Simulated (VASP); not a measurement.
# Cu in VASP: notebook, part 3 of 3

VASP 6.6.1. The steps go on from the part before.

**4. Single point, PBEsol (biaxial strain in the a-b plane: -6.0 %)**

INCAR

```
SYSTEM = Cu
PREC = Accurate ; ENCUT = 520
EDIFF = 1E-7 ; ISMEAR = 0
SIGMA = 0.1 ; LREAL = .FALSE.
LASPH = .TRUE. ; NELM = 60
ALGO = Fast ; ISIF = 2
LWAVE = .FALSE. ; LCHARG = .FALSE.
GGA = PS ; NBANDS = 18
```

KPOINTS

```
Automatic mesh
0
G
  20 20 14
  0 0 0
```

POSCAR

```
Cu
1.0
    1.6748038179      1.6748038179      0.0000000000
   -1.6748038179      1.6748038179      0.0000000000
    0.0000000000      0.0000000000      3.6916952241
Cu
2
Direct
    0.0000000000      0.0000000000      0.0000000000
    0.5000000000      0.5000000000      0.5000000000
```

Potentials or basis: VASP PAW PBE potentials, release 64 (Cu).

Launch:

```sh
cat potpaw_PBE.64/Cu/POTCAR > POTCAR
mpirun -np 1 vasp_std > vasp.out
```

OUTCAR:

```text
SYSTEM = Cu
   PREC = Accurate
   ENCUT = 520
   EDIFF = 1E-7
   ISMEAR = 0
   LREAL = .FALSE.
   LASPH = .TRUE.
   NELM = 60
   ISIF = 2
   GGA = PS

 ion  position               nearest neighbor table
   1  0.000  0.000  0.000-   2 2.49   2 2.49   2 2.49   2 2.49   2 2.49   2 2.49   2 2.49   2 2.49

   2  0.500  0.500  0.500-   1 2.49   1 2.49   1 2.49   1 2.49   1 2.49   1 2.49   1 2.49   1 2.49

  LATTYP: Found a simple tetragonal cell.
 ALAT       =     2.3685302736
 C/A-ratio  =     1.5586438836

  Lattice vectors:

 A1 = (   1.6748038179,   1.6748038179,   0.0000000000)
 A2 = (  -1.6748038179,   1.6748038179,   0.0000000000)
 A3 = (   0.0000000000,   0.0000000000,   3.6916952241)

Analysis of symmetry for initial positions (statically):
=====================================================================
 Subroutine PRICEL returns following result:

  LATTYP: Found a body centered tetragonal cell.
 ALAT       =     2.3685302736
 C/A-ratio  =     1.5586438836

  Lattice vectors:

 A1 = (   1.6748038179,   0.0000000000,  -1.8458476120)
 A2 = (  -1.6748038179,   0.0000000000,  -1.8458476120)
 A3 = (   0.0000000000,   1.6748038179,   1.8458476120)

   2 primitive cells build up your supercell.

 Routine SETGRP: Setting up the symmetry group for a
 simple tetragonal supercell.

 Subroutine GETGRP returns: Found 16 space group operations
 (whereof 16 operations were pure point group operations)
 out of a pool of 16 trial point group operations.

The static configuration has the point symmetry D_4h.

Analysis of symmetry for dynamics (positions and initial velocities):
=====================================================================
 Subroutine PRICEL returns following result:

  LATTYP: Found a body centered tetragonal cell.
 ALAT       =     2.3685302736
 C/A-ratio  =     1.5586438836

  Lattice vectors:

 A1 = (   1.6748038179,   0.0000000000,  -1.8458476120)
 A2 = (  -1.6748038179,   0.0000000000,  -1.8458476120)
 A3 = (   0.0000000000,   1.6748038179,   1.8458476120)

   2 primitive cells build up your supercell.

 Routine SETGRP: Setting up the symmetry group for a
 simple tetragonal supercell.

 Subroutine GETGRP returns: Found 16 space group operations
 (whereof 16 operations were pure point group operations)
 out of a pool of 16 trial point group operations.

The dynamic configuration has the point symmetry D_4h.

 Subroutine INISYM returns: Found 16 space group operations
 (whereof 16 operations are pure point group operations),
 and found     2 'primitive' translations

----------------------------------------------------------------------------------------

                                     Primitive cell

  volume of cell :      10.3551

  direct lattice vectors                    reciprocal lattice vectors
     1.674803818  0.000000000 -1.845847612     0.298542429  0.298542429 -0.270878266
    -1.674803818  0.000000000 -1.845847612    -0.298542429  0.298542429 -0.270878266
     0.000000000  1.674803818  1.845847612     0.000000000  0.597084858  0.000000000

  length of vectors
     2.492412734  2.492412734  2.492412734     0.501627550  0.501627550  0.597084858

  position of ions in fractional coordinates (direct lattice)
     0.000000000  0.000000000  0.000000000

  ion indices of the primitive-cell ions
[... 26 lines left out ...]

 Found    528 irreducible k-points:

 Following reciprocal coordinates:
            Coordinates               Weight
  0.000000  0.000000  0.000000      1.000000
  0.050000  0.000000  0.000000      4.000000
  0.100000  0.000000  0.000000      4.000000
  0.150000  0.000000  0.000000      4.000000
  0.200000  0.000000  0.000000      4.000000
  0.250000  0.000000  0.000000      4.000000
[... 16 lines left out ...]
  0.150000  0.100000  0.000000      8.000000
  0.200000  0.100000  0.000000      8.000000
 [... further k-points ...]
   k-points           NKPTS =    528   k-points in BZ     NKDIM =    528   number of bands    NBANDS=     18
   number of dos      NEDOS =    301   number of ions     NIONS =      2
   total plane-waves  NPLWV =   9072
   dimension x,y,z NGX =    18 NGY =   18 NGZ =   28
   dimension x,y,z NGXF=    36 NGYF=   36 NGZF=   56
   ions per type =               2
   NGX,Y,Z   is equivalent  to a cutoff of  12.63, 12.63, 12.61 a.u.
   NGXF,Y,Z  is equivalent  to a cutoff of  25.27, 25.27, 25.22 a.u.
 SYSTEM =  Cu
   PREC   = accura    normal or accurate (medium, high low for compatibility)
   ISTART =      0    job   : 0-new  1-cont  2-samecut
   ICHARG =      2    charge: 1-file 2-atom 10-const
   ISPIN  =      1    spin polarized calculation?
   LNONCOLLINEAR =      F non collinear calculations
   LSORBIT =      F    spin-orbit coupling
   LASPH  =      T    aspherical Exc in radial PAW
   ENCUT  =  520.0 eV  38.22 Ry    6.18 a.u.   4.40  4.40  6.86*2*pi/ulx,y,z
   NELM   =     60;   NELMIN=  2; NELMDL= -5     # of ELM steps
   EDIFF  = 0.1E-06   stopping-criterion for ELM
   LREAL  =      F    real-space projection
   EDIFFG = 0.1E-05   stopping-criterion for IOM
   NSW    =      0    number of steps for IOM
   IBRION =     -1    ionic relax: 0-MD 1-quasi-New 2-CG
   NFREE  =      0    steps in history (QN), initial steepest desc. (CG)
   ISIF   =      2    stress and relaxation
   ISYM   =      2    0-nonsym 1-usesym 2-fastsym
   POTIM  = 0.5000    time-step for ionic-motion
   TEBEG  =    0.0;   TEEND  =   0.0 temperature during run
   PSTRESS=    0.0 pullay stress
   NELECT =      22.0000    total number of electrons
   NUPDOWN=      -1.0000    fix difference up-down
   EMIN   =  10.00;   EMAX   =-10.00  energy-range for DOS
   EFERMI =   0.00;   METHOD = LEGACY
   ISMEAR =     0;   SIGMA  =   0.10  broadening in eV -4-tet -1-fermi 0-gaus
   EFERMI_NEDOS =   21; number of points for ismear=-14 and -15
   IALGO  =     68    algorithm
   IMIX   =      4    mixing-type and parameters
     AMIX     =   0.40;   BMIX     =  1.00
     AMIX_MAG =   1.60;   BMIX_MAG =  1.00
  volume/ion in A,a.u.               =      10.36        69.88
  Fermi-wavevector in a.u.,A,eV,Ry     =   1.670403  3.156603 37.963585  2.790245
  Thomas-Fermi vector in A             =   2.755906
   LORBIT       =      0    0 simple, 1 ext, 2 COOP (PROOUT), +10 PAW based schemes
   GGA     = PS    functional components
   LHFCALC =     F    Hartree Fock is set to
   AEXX    =    0.0000 exact exchange contribution
   IVDW    =     0    specifies the selected vdW correction
   LEPSILON=     F    determine dielectric tensor
   LRPA    =     F    only Hartree local field effects (RPA)
 non-spin polarized calculation
 RMM-DIIS sequential band-by-band and
 Gauss-broadening in eV      SIGMA  =   0.10
  energy-cutoff  :      520.00
  volume of cell :       20.71
 maximum number of plane-waves:       574
 NGX is ok and might be reduce to    18
   NGX =  9   NGY =  9   NGZ = 13

 number of electron      22.0000066 magnetization

 Free energy of the ion-electron system (eV)
  ---------------------------------------------------
  ext. energy  EPLUGINS =         0.00000000
  ---------------------------------------------------
  free energy    TOTEN  =        -8.46308223 eV

  energy without entropy =       -8.45928543  energy(sigma->0) =       -8.46118383

 E-fermi :   9.1690     XC(G=0): -13.6939

 val. band max:        9.1587806044   @ k =   0.5000   0.0500   0.1429
 cond. band min:       9.1890456915   @ k =   0.4500   0.1000   0.4286
 fundamental gap:      0.0302650870
 Fermi energy:         9.1689656810

 k-point     1 :       0.0000    0.0000    0.0000
  band No.  band energies     occupation
      1      -1.2961      2.00000
      2       3.3160      2.00000
      3       3.9818      2.00000
      4       5.2844      2.00000
      5       5.8984      2.00000
      6       5.8984      2.00000
[... 481 lines left out ...]
      5       5.6583      2.00000
      6       5.7308      2.00000
[... 10 lines left out ...]
     17      29.7203      0.00000
     18      32.9946      0.00000

 [... further k-points ...]

------------------------ aborting loop because EDIFF is reached ----------------------------------------

  FORCE on cell =-STRESS in cart. coord.  units (eV):
  Direction    XX          YY          ZZ          XY          YZ          ZX
  --------------------------------------------------------------------------------------
  -------------------------------------------------------------------------------------
  Total        3.0482191      3.0482191      1.6321476      0.0000000     -0.0000000     -0.0000000
  in kB      235.8158794    235.8158794    126.2659587      0.0000000     -0.0000000     -0.0000000
  external PRESSURE =     199.2992391 kB  Pullay stress =       0.0000000 kB

 VOLUME and BASIS-vectors are now :
 -----------------------------------------------------------------------------
  energy-cutoff  :      520.00
  volume of cell :       20.71
      direct lattice vectors                 reciprocal lattice vectors
     1.674803818  1.674803818  0.000000000     0.298542429  0.298542429  0.000000000
    -1.674803818  1.674803818  0.000000000    -0.298542429  0.298542429  0.000000000
     0.000000000  0.000000000  3.691695224     0.000000000  0.000000000  0.270878266

 POSITION                                       TOTAL-FORCE (eV/Angst)
 -----------------------------------------------------------------------------------
      0.00000      0.00000      0.00000        -0.000000     -0.000000      0.000000
      0.00000      1.67480      1.84585         0.000000      0.000000     -0.000000
 -----------------------------------------------------------------------------------
    total drift:                                0.000000     -0.000000     -0.000000

  FREE ENERGIE OF THE ION-ELECTRON SYSTEM (eV)
  ---------------------------------------------------
  free  energy   TOTEN  =        -8.4630822321 eV

  energy  without entropy=       -8.4592854266  energy(sigma->0) =       -8.46118383
```

Run time: 2.2 min. Hardware: 1 thread of Intel Xeon 6975P-C (Granite Rapids), shared host; peak memory 0.26 GiB.

What came out:

| Item | Value |
| --- | --- |
| Free energy | -8.4631 eV |
| Pressure | 19.9 GPa |
| Band gap on the k mesh | zero (bands 11 and 12 overlap by 8.78 eV) |

Levels at points of the mesh, in eV from the Fermi level:
```tsv
k point	band 8	band 9	band 10	band 11	band 12	band 13	band 14	band 15
(0.00, 0.00, 0.00)	-2.20	-1.76	-1.64	-1.64	-0.08	6.30	15.78	15.78
(0.50, 0.00, 0.00)	-2.81	-2.36	-2.36	0.04	0.04	9.65	9.65	10.70
(0.50, 0.50, 0.00)	-1.82	-1.40	-1.40	2.14	2.14	8.95	8.95	13.31
(0.00, 0.00, 0.50)	-2.54	-2.54	-2.54	-1.98	-1.98	16.86	16.86	19.68
(0.50, 0.00, 0.50)	-1.88	-1.69	-1.69	-1.43	-1.43	4.47	4.47	20.28
(0.50, 0.50, 0.50)	-2.56	-1.40	-1.40	6.80	6.80	6.80	6.80	9.55
```

Caveat: the cell differs from its parent crystal (biaxial strain in the a-b plane: -6.0 %); the cell stands under pressure; the PAW data sets were made with another functional, which shifts forces and pressure a little.

**5. Single point, PBEsol (biaxial strain in the a-b plane: -4.0 %)**

INCAR

```
SYSTEM = Cu
PREC = Accurate
ENCUT = 520
EDIFF = 1E-6
ISMEAR = 0
SIGMA = 0.1
LREAL = .False.
LASPH = .True.
NELM = 80
ALGO = Fast
ISIF = 2
LWAVE = .False.
LCHARG = .False.
GGA = PS
NBANDS = 18
```

KPOINTS

```
regular mesh
0
Gamma
  20 20 14
  0 0 0
```

POSCAR

```
Cu
1.0
    1.7104379417      1.7104379417      0.0000000000
   -1.7104379417      1.7104379417      0.0000000000
    0.0000000000      0.0000000000      3.6489342756
Cu
2
Direct
    0.0000000000      0.0000000000      0.0000000000
    0.5000000000      0.5000000000      0.5000000000
```

Launch:

```sh
cat potpaw_PBE.64/Cu/POTCAR > POTCAR
mpirun -np 1 vasp_std > vasp.out
```

It took 74 s on 1 thread of Intel Xeon 6975P-C (Granite Rapids), shared host; peak memory 0.26 GiB.

Results (log left out):

| Property | Result |
| --- | --- |
| Free energy | -8.5517 eV |
| Pressure | 13.3 GPa |
| Band gap on the k mesh | zero (bands 11 and 12 overlap by 8.61 eV) |

Stress tensor (GPa, compression positive):
```
15.42  0.00  0.00
 0.00 15.42  0.00
 0.00  0.00  9.16
```

Levels at points of the mesh, in eV from the Fermi level:
```
           k point  band 7  band 8  band 9  band 10  band 11  band 12  band 13  band 14  band 15  band 16
(0.00, 0.00, 0.00)   -2.61   -2.23   -1.74    -1.60    -1.60     0.42     6.66    14.93    14.93    19.53
(0.50, 0.00, 0.00)   -2.75   -2.75   -2.34    -2.34    -0.08    -0.08     9.73     9.73    10.85    10.85
(0.50, 0.50, 0.00)   -1.71   -1.71   -1.45    -1.45     1.88     1.88     8.41     8.41    13.29    13.29
(0.00, 0.00, 0.50)   -2.51   -2.51   -2.51    -2.51    -1.99    -1.99    17.50    17.50    18.91    18.91
(0.50, 0.00, 0.50)   -1.81   -1.81   -1.68    -1.68    -1.35    -1.35     4.28     4.28    20.81    20.81
(0.50, 0.50, 0.50)   -2.48   -2.48   -1.45    -1.45     6.62     6.62     6.62     6.62     9.18     9.18
```

Caveat: the cell differs from its parent crystal (biaxial strain in the a-b plane: -4.0 %); the cell stands under pressure; the PAW data sets were made with another functional, which shifts forces and pressure a little.

**6. Overview**

```tsv
task	cell	k mesh	cutoff (eV)	gap on the mesh (eV)	pressure (GPa)
single point	a = 5.039 Å, angles 60.0°, 8 atoms, atomic positions A	6 × 6 × 6	520	none	0.6
relaxation of cell and atoms	relaxed from a = 5.039 Å, angles 60.0°, 8 atoms, atomic positions A	6 × 6 × 6	600	none	0.1
single point	a = 2.369, b = 2.369, c = 3.692 Å, 2 atoms, atomic positions B	20 × 20 × 14	520	none	19.9
single point	a = 2.419, b = 2.419, c = 3.649 Å, 2 atoms, atomic positions B	20 × 20 × 14	520	none	13.3
```

Alike in all rows: level PBEsol; potentials or basis VASP PAW PBE potentials, release 64 (Cu); no spin polarisation; smearing gaussian 0.1 eV.

Caveats: the PAW data sets were made with another functional, which shifts forces and pressure a little; the cell stands under pressure (at least some runs).

Total energies depend on the potentials used, so only differences within one code and one set of settings carry meaning.
